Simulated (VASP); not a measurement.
Input of a VASP 6.6.1 run:

INCAR

```
SYSTEM = KBr
  PREC = Accurate
  ENCUT = 520
  EDIFF = 1E-7
  ISMEAR = 0
  SIGMA = 0.05
  LREAL = .FALSE.
  LASPH = .TRUE.
  NELM = 80
  ALGO = Normal
  ISIF = 2
  LWAVE = .FALSE.
  LCHARG = .FALSE.
  GGA = PS
  NBANDS = 15
```

File KPOINTS:

```
regular mesh
0
G
  6 6 6
  0 0 0
```

File POSCAR:

```
KBr
1.0
    4.0434990000      0.0000000000      0.0000000000
    0.0000000000      4.0434990000      0.0000000000
    0.0000000000      0.0000000000      4.0434990000
K Br
1 1
Direct
    0.0000000000      0.0000000000      0.0000000000
    0.5000000000      0.5000000000      0.5000000000
```

Potentials or basis: VASP PAW PBE potentials, release 64 (K_sv, Br).

Launch:

```sh
$ cat potpaw_PBE.64/K_sv/POTCAR potpaw_PBE.64/Br/POTCAR > POTCAR
$ mpirun -np 1 vasp_std > vasp.out
```

(1) Estimate the pressure.

(2) Predict the band gap on the k mesh.

Answers

(1) -1.2 GPa.

(2) 3.71 eV (least direct gap 3.97 eV).

Caveat: the PAW data sets were made with another functional, which shifts forces and pressure a little.
